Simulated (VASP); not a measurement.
# CaC2 (I4/mmm) in VASP: notebook, part 2 of 2

VASP 6.6.1. The steps go on from the part before.

## Step 3: Single point, LDA (strain -0.025 along x and y, -0.050 along z)

Contents of INCAR:

```
SYSTEM = CaC2
ALGO = Normal
EDIFF = 1E-6
ENCUT = 600
GGA_COMPAT = .FALSE.
ISIF = 2
ISMEAR = 0
LASPH = .TRUE.
LCHARG = .TRUE.
LELF = .TRUE.
LREAL = .FALSE.
LVHAR = .TRUE.
LWAVE = .FALSE.
NBANDS = 16
NELM = 120
PREC = Accurate
SIGMA = 0.05
```

Contents of KPOINTS:

```
k-points
0
G
  10 10 10
  0 0 0
```

Contents of POSCAR:

```
CaC2
1.0
   -1.8319488986      1.8319488986      2.9818700956
    1.8319488986     -1.8319488986      2.9818700956
    1.8319488986      1.8319488986     -2.9818700956
Ca C
1 2
Direct
    0.0000000000      0.0000000000      0.0000000000
    0.5996770466      0.5996770466      0.0000000000
    0.4003229534      0.4003229534      0.0000000000
```

Potentials or basis: VASP PAW LDA potentials, release 64 (Ca_sv, C).

Run with:

```sh
$ cat potpaw_LDA.64/Ca_sv/POTCAR potpaw_LDA.64/C/POTCAR > POTCAR
$ mpirun -np 1 vasp_std > vasp.out
```

OUTCAR:

```text
SYSTEM = CaC2
   EDIFF = 1E-6
   ENCUT = 600
   ISIF = 2
   ISMEAR = 0
   LASPH = .TRUE.
   LREAL = .FALSE.
   NELM = 120
   PREC = Accurate

 ion  position               nearest neighbor table
   1  0.000  0.000  0.000-   2 2.39   3 2.39
   2  0.600  0.600  0.000-   3 1.19   1 2.39
   3  0.400  0.400  0.000-   2 1.19   1 2.39

  LATTYP: Found a body centered tetragonal cell.
 ALAT       =     3.6638977972
 C/A-ratio  =     1.6277037519

  Lattice vectors:

 A1 = (  -1.8319488986,   1.8319488986,   2.9818700956)
 A2 = (   1.8319488986,  -1.8319488986,   2.9818700956)
 A3 = (   1.8319488986,   1.8319488986,  -2.9818700956)

Analysis of symmetry for initial positions (statically):
=====================================================================
 Subroutine PRICEL returns:
 Original cell was already a primitive cell.

 Routine SETGRP: Setting up the symmetry group for a
 body centered tetragonal supercell.

 Subroutine GETGRP returns: Found 16 space group operations
 (whereof 16 operations were pure point group operations)
 out of a pool of 16 trial point group operations.

The static configuration has the point symmetry D_4h.

Analysis of symmetry for dynamics (positions and initial velocities):
=====================================================================
 Subroutine PRICEL returns:
 Original cell was already a primitive cell.

 Routine SETGRP: Setting up the symmetry group for a
 body centered tetragonal supercell.

 Subroutine GETGRP returns: Found 16 space group operations
 (whereof 16 operations were pure point group operations)
 out of a pool of 16 trial point group operations.

The dynamic configuration has the point symmetry D_4h.

 Subroutine INISYM returns: Found 16 space group operations
 (whereof 16 operations are pure point group operations),
 and found     1 'primitive' translations

----------------------------------------------------------------------------------------

                                     Primitive cell

  volume of cell :      40.0291

  direct lattice vectors                    reciprocal lattice vectors
    -1.831948899  1.831948899  2.981870096     0.000000000  0.272933377  0.167680008
     1.831948899 -1.831948899  2.981870096     0.272933377  0.000000000  0.167680008
     1.831948899  1.831948899 -2.981870096     0.272933377  0.272933377  0.000000000

  length of vectors
     3.950142124  3.950142124  3.950142124     0.320326729  0.320326729  0.385986084

  position of ions in fractional coordinates (direct lattice)
     0.000000000  0.000000000  0.000000000
     0.599677047  0.599677047  0.000000000
     0.400322953  0.400322953  0.000000000

  ion indices of the primitive-cell ions
   primitive index   ion index
                 1           1
                 2           2
                 3           3

----------------------------------------------------------------------------------------

 KPOINTS: k-points

Automatic generation of k-mesh.
 Grid dimensions read from file:
 generate k-points for:   10   10   10

 Generating k-lattice:

  Cartesian coordinates                     Fractional coordinates (reciprocal lattice)
     0.000000000  0.027293338  0.016768001     0.100000000  0.000000000 -0.000000000
     0.027293338  0.000000000  0.016768001     0.000000000  0.100000000 -0.000000000
     0.027293338  0.027293338  0.000000000     0.000000000  0.000000000  0.100000000

  Length of vectors
     0.032032673  0.032032673  0.038598608

  Shift w.r.t. Gamma in fractional coordinates (k-lattice)
     0.000000000  0.000000000  0.000000000

 Subroutine IBZKPT returns following result:
 ===========================================

 Found    102 irreducible k-points:

 Following reciprocal coordinates:
            Coordinates               Weight
  0.000000  0.000000  0.000000      1.000000
  0.100000 -0.000000  0.000000      8.000000
  0.200000 -0.000000  0.000000      8.000000
  0.300000 -0.000000  0.000000      8.000000
  0.400000 -0.000000  0.000000      8.000000
  0.500000  0.000000  0.000000      4.000000
[... 16 lines left out ...]
  0.300000  0.300000  0.000000      8.000000
  0.400000  0.300000  0.000000     16.000000
 [... further k-points ...]
   k-points           NKPTS =    102   k-points in BZ     NKDIM =    102   number of bands    NBANDS=     16
   number of dos      NEDOS =    301   number of ions     NIONS =      3
   total plane-waves  NPLWV =  32768
   dimension x,y,z NGX =    32 NGY =   32 NGZ =   32
   dimension x,y,z NGXF=    64 NGYF=   64 NGZF=   64
   ions per type =               1   2
   NGX,Y,Z   is equivalent  to a cutoff of  13.47, 13.47, 13.47 a.u.
   NGXF,Y,Z  is equivalent  to a cutoff of  26.94, 26.94, 26.94 a.u.
 SYSTEM =  CaC2
   PREC   = accura    normal or accurate (medium, high low for compatibility)
   ISTART =      0    job   : 0-new  1-cont  2-samecut
   ICHARG =      2    charge: 1-file 2-atom 10-const
   ISPIN  =      1    spin polarized calculation?
   LNONCOLLINEAR =      F non collinear calculations
   LSORBIT =      F    spin-orbit coupling
   LASPH  =      T    aspherical Exc in radial PAW
   ENCUT  =  600.0 eV  44.10 Ry    6.64 a.u.   7.89  7.89  7.89*2*pi/ulx,y,z
   NELM   =    120;   NELMIN=  2; NELMDL= -5     # of ELM steps
   EDIFF  = 0.1E-05   stopping-criterion for ELM
   LREAL  =      F    real-space projection
   EDIFFG = 0.1E-04   stopping-criterion for IOM
   NSW    =      0    number of steps for IOM
   IBRION =     -1    ionic relax: 0-MD 1-quasi-New 2-CG
   NFREE  =      0    steps in history (QN), initial steepest desc. (CG)
   ISIF   =      2    stress and relaxation
   ISYM   =      2    0-nonsym 1-usesym 2-fastsym
   POTIM  = 0.5000    time-step for ionic-motion
   TEBEG  =    0.0;   TEEND  =   0.0 temperature during run
   PSTRESS=    0.0 pullay stress
   NELECT =      18.0000    total number of electrons
   NUPDOWN=      -1.0000    fix difference up-down
   EMIN   =  10.00;   EMAX   =-10.00  energy-range for DOS
   EFERMI =   0.00;   METHOD = LEGACY
   ISMEAR =     0;   SIGMA  =   0.05  broadening in eV -4-tet -1-fermi 0-gaus
   EFERMI_NEDOS =   21; number of points for ismear=-14 and -15
   IALGO  =     38    algorithm
   IMIX   =      4    mixing-type and parameters
     AMIX     =   0.40;   BMIX     =  1.00
     AMIX_MAG =   1.60;   BMIX_MAG =  1.00
  volume/ion in A,a.u.               =      13.34        90.04
  Fermi-wavevector in a.u.,A,eV,Ry     =   1.254220  2.370133 21.402900  1.573069
  Thomas-Fermi vector in A             =   2.388036
   LORBIT       =      0    0 simple, 1 ext, 2 COOP (PROOUT), +10 PAW based schemes
   GGA     = CA    functional components
   LHFCALC =     F    Hartree Fock is set to
   AEXX    =    0.0000 exact exchange contribution
   IVDW    =     0    specifies the selected vdW correction
   LEPSILON=     F    determine dielectric tensor
   LRPA    =     F    only Hartree local field effects (RPA)
 non-spin polarized calculation
 Gauss-broadening in eV      SIGMA  =   0.05
  energy-cutoff  :      600.00
  volume of cell :       40.03
 maximum number of plane-waves:      1358
   NGX = 15   NGY = 15   NGZ = 15

 number of electron      17.9999998 magnetization

 Free energy of the ion-electron system (eV)
  ---------------------------------------------------
  ext. energy  EPLUGINS =         0.00000000
  ---------------------------------------------------
  free energy    TOTEN  =       -21.87888644 eV

  energy without entropy =      -21.87888644  energy(sigma->0) =      -21.87888644

 E-fermi :   2.6682     XC(G=0): -10.5895

 val. band max:        2.3294440450   @ k =  -0.3000  -0.3000   0.3000
 cond. band min:       3.0640680291   @ k =   0.5000   0.5000   0.0000
 fundamental gap:      0.7346239841
 Fermi energy:         2.6682284908

 k-point     1 :       0.0000    0.0000    0.0000
  band No.  band energies     occupation
      1     -35.3800      2.00000
      2     -16.7158      2.00000
      3     -16.7158      2.00000
      4     -16.5946      2.00000
      5     -11.0503      2.00000
      6      -0.8284      2.00000
[... 8 lines left out ...]
     15      12.9916      0.00000
     16      12.9916      0.00000
[... 419 lines left out ...]
 k-point    24 :       0.4000    0.3000    0.0000
  band No.  band energies     occupation
      1     -35.3423      2.00000
      2     -16.9599      2.00000
      3     -16.8675      2.00000
      4     -16.6890      2.00000
      5     -10.4846      2.00000
      6      -1.5108      2.00000
[... 8 lines left out ...]
     15      11.2543      0.00000
     16      11.7958      0.00000

 [... further k-points ...]
[... 5 lines left out ...]
  --------------------------------------------------------------------------------------
  -------------------------------------------------------------------------------------
  Total        1.3733986      1.3733986     10.7516462      0.0000000     -0.0000000      0.0000000
  in kB       54.9707625     54.9707625    430.3384237      0.0000000     -0.0000000      0.0000000
  external PRESSURE =     180.0933162 kB  Pullay stress =       0.0000000 kB

 VOLUME and BASIS-vectors are now :
 -----------------------------------------------------------------------------
  energy-cutoff  :      600.00
  volume of cell :       40.03
      direct lattice vectors                 reciprocal lattice vectors
    -1.831948899  1.831948899  2.981870096     0.000000000  0.272933377  0.167680008
     1.831948899 -1.831948899  2.981870096     0.272933377  0.000000000  0.167680008
     1.831948899  1.831948899 -2.981870096     0.272933377  0.272933377  0.000000000

 POSITION                                       TOTAL-FORCE (eV/Angst)
 -----------------------------------------------------------------------------------
      0.00000      0.00000      0.00000         0.000000      0.000000      0.000000
      0.00000      0.00000      3.57632         0.000000      0.000000      5.344455
      0.00000      0.00000      2.38742        -0.000000     -0.000000     -5.344455
 -----------------------------------------------------------------------------------
    total drift:                                0.000000      0.000000      0.000000

  FREE ENERGIE OF THE ION-ELECTRON SYSTEM (eV)
  ---------------------------------------------------
  free  energy   TOTEN  =       -21.8788864402 eV

  energy  without entropy=      -21.8788864402  energy(sigma->0) =      -21.87888644
```

OSZICAR:

```text
N       E                     dE             d eps       ncg     rms          rms(c)
DAV:   1     0.126637611657E+03    0.12664E+03   -0.99217E+03  3264   0.123E+03
DAV:   2    -0.191667638157E+02   -0.14580E+03   -0.13903E+03  4136   0.290E+02
DAV:   3    -0.251164921480E+02   -0.59497E+01   -0.59214E+01  4280   0.583E+01
DAV:   4    -0.253428830035E+02   -0.22639E+00   -0.22631E+00  4984   0.979E+00
DAV:   5    -0.253451463715E+02   -0.22634E-02   -0.22633E-02  4216   0.101E+00    0.101E+01
DAV:   6    -0.221826342767E+02    0.31625E+01   -0.61467E+00  3536   0.168E+01    0.471E+00
DAV:   7    -0.218984066227E+02    0.28423E+00   -0.18847E+00  4504   0.751E+00    0.195E+00
DAV:   8    -0.218902991443E+02    0.81075E-02   -0.26768E-01  4152   0.368E+00    0.548E-01
DAV:   9    -0.218786582404E+02    0.11641E-01   -0.44446E-02  3984   0.143E+00    0.123E-01
DAV:  10    -0.218788745565E+02   -0.21632E-03   -0.31508E-03  4688   0.404E-01    0.676E-02
DAV:  11    -0.218789038997E+02   -0.29343E-04   -0.15345E-04  4944   0.857E-02    0.424E-02
DAV:  12    -0.218788868768E+02    0.17023E-04   -0.64417E-05  4208   0.729E-02    0.110E-02
DAV:  13    -0.218788866816E+02    0.19517E-06   -0.13690E-05  4104   0.245E-02    0.526E-03
DAV:  14    -0.218788864402E+02    0.24138E-06   -0.11752E-06  2576   0.842E-03
   1 F= -.21878886E+02 E0= -.21878886E+02  d E =-.761203E-24
```

Run time: 1.9 min. Hardware: 1 thread of Oxide Virtual Turin-like, shared host; peak memory 0.18 GiB.

What came out:

```yaml
Free_energy: -21.8789 eV
Pressure: 18.0 GPa
Largest_force: 5.344 eV/Å
Band_gap_on_the_k_mesh: 0.73 eV (least direct gap 2.03 eV)
```

Forces on the atoms (eV/Å):
```
Ca   0.000  0.000  0.000
C    0.000  0.000  5.344
C    0.000  0.000 -5.344
```

Caveat: the cell differs from its parent crystal (strain -0.025 along x and y, -0.050 along z); the stress differs along the axes, from 5 to 43 GPa; forces of over 1 eV/Å act on the atoms, so gaps and moduli don't describe the material at rest. A k mesh can miss the band edges.

## Step 4: Single point, LDA (strain -0.050 along x and y, +0.025 along z)

Contents of INCAR:

```
  PREC = Accurate
  ENCUT = 600
  EDIFF = 1E-6
  ISMEAR = 0
  SIGMA = 0.05
  LREAL = F
  LASPH = T
  NELM = 120
  ALGO = Normal
  ISIF = 2
  LWAVE = F
  LCHARG = T
  LELF = T
  LVHAR = T
  NBANDS = 16
  GGA_COMPAT = F
```

Contents of KPOINTS:

```
Automatic mesh
0
Gamma
  10 10 10
```

Contents of POSCAR:

```
CaC2
1.0
   -1.7849758499      1.7849758499      3.2172808927
    1.7849758499     -1.7849758499      3.2172808927
    1.7849758499      1.7849758499     -3.2172808927
Ca C
1 2
Direct
    0.0000000000      0.0000000000      0.0000000000
    0.5996770466      0.5996770466      0.0000000000
    0.4003229534      0.4003229534      0.0000000000
```

Potentials or basis: VASP PAW LDA potentials, release 64 (Ca_sv, C).

Run with:

```sh
$ cat potpaw_LDA.64/Ca_sv/POTCAR potpaw_LDA.64/C/POTCAR > POTCAR
$ mpirun -np 1 vasp_std > vasp.out
```

OUTCAR:

```text
PREC = Accurate
   ENCUT = 600
   EDIFF = 1E-6
   ISMEAR = 0
   LREAL = F
   LASPH = T
   NELM = 120
   ISIF = 2

 ion  position               nearest neighbor table
   1  0.000  0.000  0.000-   2 2.58   3 2.58   2 2.60   3 2.60   2 2.60   2 2.60   2 2.60   3 2.60
                             3 2.60   3 2.60
   2  0.600  0.600  0.000-   3 1.28   1 2.58   1 2.60   1 2.60   1 2.60   1 2.60
   3  0.400  0.400  0.000-   2 1.28   1 2.58   1 2.60   1 2.60   1 2.60   1 2.60

  LATTYP: Found a body centered tetragonal cell.
 ALAT       =     3.5699516998
 C/A-ratio  =     1.8024226450
[... 635 lines left out ...]
      6      -1.7673      2.00000
[... 8 lines left out ...]
     15      11.1231      0.00000
     16      11.3952      0.00000

 [... further k-points ...]
[... 5 lines left out ...]
  --------------------------------------------------------------------------------------
  -------------------------------------------------------------------------------------
  Total        2.6962137      2.6962137     -3.5406689      0.0000000     -0.0000000      0.0000000
  in kB      105.3540512    105.3540512   -138.3509784      0.0000000     -0.0000000      0.0000000
  external PRESSURE =      24.1190413 kB  Pullay stress =       0.0000000 kB

 VOLUME and BASIS-vectors are now :
 -----------------------------------------------------------------------------
  energy-cutoff  :      600.00
  volume of cell :       41.00
      direct lattice vectors                 reciprocal lattice vectors
    -1.784975850  1.784975850  3.217280893     0.000000000  0.280115835  0.155410739
     1.784975850 -1.784975850  3.217280893     0.280115835  0.000000000  0.155410739
     1.784975850  1.784975850 -3.217280893     0.280115835  0.280115835  0.000000000

 POSITION                                       TOTAL-FORCE (eV/Angst)
 -----------------------------------------------------------------------------------
      0.00000      0.00000      0.00000        -0.000000     -0.000000     -0.000000
      0.00000      0.00000      3.85866         0.000000      0.000000     -2.088127
      0.00000      0.00000      2.57590        -0.000000     -0.000000      2.088127
 -----------------------------------------------------------------------------------
    total drift:                                0.000000     -0.000000     -0.000000

  FREE ENERGIE OF THE ION-ELECTRON SYSTEM (eV)
  ---------------------------------------------------
  free  energy   TOTEN  =       -22.0091313425 eV

  energy  without entropy=      -22.0091223976  energy(sigma->0) =      -22.00912687
```

Wall time 3.1 min (1 thread of Oxide Virtual Turin-like, shared host); peak memory 0.19 GiB.

What came out:

```
Free energy            : -22.0091 eV
Pressure               : 2.4 GPa
Largest force          : 2.088 eV/Å
Band gap on the k mesh : 0.15 eV (least direct gap 1.51 eV)
```

Forces on the atoms (eV/Å):
```
Ca   0.000  0.000  0.000
C    0.000  0.000 -2.088
C    0.000  0.000  2.088
```

Caveat: the cell differs from its parent crystal (strain -0.050 along x and y, +0.025 along z); the stress differs along the axes, from -14 to 11 GPa; forces of over 1 eV/Å act on the atoms, so gaps and moduli don't describe the material at rest. A k mesh can miss the band edges.

## Step 5: Single point, LDA (strain -0.025 along x and y, -0.025 along z)

Contents of INCAR:

```
SYSTEM = CaC2
ALGO = Normal
EDIFF = 1E-6
ENCUT = 600
GGA_COMPAT = .FALSE.
ISIF = 2
ISMEAR = 0
LASPH = .TRUE.
LCHARG = .FALSE.
LREAL = .FALSE.
LWAVE = .FALSE.
NBANDS = 16
NELM = 120
PREC = Accurate
SIGMA = 0.05
```

Contents of KPOINTS:

```
k-points
0
G
  10 10 10
  0 0 0
```

Contents of POSCAR:

```
CaC2
1.0
   -1.8319488986      1.8319488986      3.0603403613
    1.8319488986     -1.8319488986      3.0603403613
    1.8319488986      1.8319488986     -3.0603403613
Ca C
1 2
Direct
    0.0000000000      0.0000000000      0.0000000000
    0.5996770466      0.5996770466      0.0000000000
    0.4003229534      0.4003229534      0.0000000000
```

Run with:

```sh
$ cat potpaw_LDA.64/Ca_sv/POTCAR potpaw_LDA.64/C/POTCAR > POTCAR
$ mpirun -np 1 vasp_std > vasp.out
```

It took 2.5 min on 1 thread of Oxide Virtual Turin-like, shared host; peak memory 0.17 GiB.

The run converged. Its results:

```yaml
Free_energy: -22.0844 eV
Pressure: 10.1 GPa
Largest_force: 2.434 eV/Å
Band_gap_on_the_k_mesh: 0.65 eV (least direct gap 1.93 eV)
```

Forces in eV/Å, atoms in the order of the input:
```
Ca   0.000  0.000  0.000
C    0.000  0.000  2.434
C    0.000  0.000 -2.434
```

Stress tensor (GPa, compression positive):
```
 5.19  0.00  0.00
 0.00  5.19  0.00
 0.00  0.00 19.88
```

Levels at points of the mesh, in eV from the valence-band top:
```tsv
k point	band 6	band 7	band 8	band 9	band 10	band 11	band 12	band 13
(0.00, 0.00, 0.00)	-3.17	-1.84	-1.13	-1.13	2.95	2.95	4.22	5.68
(0.50, 0.00, 0.00)	-4.67	-2.64	-2.26	-0.94	4.99	6.08	6.48	6.75
(0.50, 0.50, 0.00)	-3.08	-2.83	-1.79	-1.27	0.65	5.93	7.08	7.89
(0.50, 0.50, 0.50)	-4.64	-1.84	-1.84	-0.03	2.90	6.72	6.81	7.08
```

Caveat: the cell differs from its parent crystal (strain -0.025 along x and y, -0.025 along z); the stress differs along the axes, from 5 to 20 GPa; forces of over 1 eV/Å act on the atoms, so gaps and moduli don't describe the material at rest.

## Step 6: The runs side by side

| cell | gap on the mesh (eV) | pressure (GPa) | largest force (eV/Å) |
| --- | --- | --- | --- |
| a = 4.028 Å, angles 127.4, 127.4, 77.6°, 3 atoms | 0.25 | 8.0 | 0.07 |
| a = 3.950 Å, angles 124.7, 124.7, 82.0°, 3 atoms | 0.73 | 18.0 | 5.34 |
| a = 4.089 Å, angles 128.2, 128.2, 76.2°, 3 atoms | 0.15 | 2.4 | 2.09 |
| a = 4.010 Å, angles 125.6, 125.6, 80.5°, 3 atoms | 0.65 | 10.1 | 2.43 |

Alike in all rows: task single point; level LDA; potentials or basis VASP PAW LDA potentials, release 64 (Ca_sv, C); no spin polarisation; k mesh 10 × 10 × 10; cutoff (eV) 600; smearing gaussian 0.05 eV.

Caveats: forces of over 1 eV/Å act on the atoms, so gaps and moduli don't describe the material at rest (at least some runs); the stress differs along the axes, from 2 to 11 GPa (at least some runs); the stress differs along the axes, from 5 to 43 GPa (at least some runs); the stress differs along the axes, from -14 to 11 GPa (at least some runs); the stress differs along the axes, from 5 to 20 GPa (at least some runs).

Absolute energies hang on the potentials; compare differences alone.
